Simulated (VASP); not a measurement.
**Si2Ni: single point with PBEsol**

Si2Ni:

```
CELL_PARAMETERS angstrom
0.00000 2.66201 2.69570
2.72940 0.00000 2.69570
2.72940 2.66201 0.00000
ATOMIC_POSITIONS crystal
Si 0.25000 0.25000 0.25000
Si 0.75000 0.75000 0.75000
Ni 0.00000 0.00000 0.00000
```

This cell differs from its parent crystal: strain +0.0125 x Voigt [1, -1, 0, 0, 0, 0].

- Program: VASP 6.6.1
- Task: single point
- Functional: PBEsol
- Potentials or basis: VASP PAW PBE potentials, release 64 (Si, Ni)
- Cutoff: 520 eV
- k mesh: 16 × 16 × 16
- Occupations: gaussian, width 0.15 eV
- Spin: no spin polarisation
- Dipole correction: no
- Further INCAR settings: ALGO = Normal; EDIFF = 1e-07; NBANDS = 16

| Quantity | Value |
| --- | --- |
| Pressure | 0.0 GPa |
| Band gap on the k mesh | zero (band 9 reaches 12.21 eV, above the bottom of band 10 at 9.99 eV) |

Stress tensor (GPa, compression positive):
```
-0.63  0.00  0.00
 0.00  0.71  0.00
 0.00  0.00  0.05
```

Levels at points of the mesh, in eV from the Fermi level:
```tsv
k point	band 7	band 8	band 9	band 10	band 11	band 12
(0.00, 0.00, 0.00)	-0.19	1.57	1.73	1.89	2.10	2.25
(0.50, 0.00, 0.00)	-3.37	-1.54	-1.38	1.77	1.78	1.83
(0.50, 0.50, 0.00)	-3.62	-3.50	-3.15	-0.41	1.34	7.75
(0.50, 0.00, 0.50)	-3.63	-3.46	-3.16	-0.49	1.26	7.79
(0.00, 0.50, 0.50)	-3.65	-3.53	-3.15	-0.32	1.40	7.74
```

Run time: 6.1 min on 1 thread of Intel Xeon 6975P-C (shared host), peak memory 0.47 GiB.

Caveat: the cell differs from its parent crystal (strain +0.0125 x Voigt [1, -1, 0, 0, 0, 0]); the PAW data sets were made with another functional, which shifts forces and pressure a little. Spin polarisation is off, so any magnetic state and its effect on volume and gap are missing.
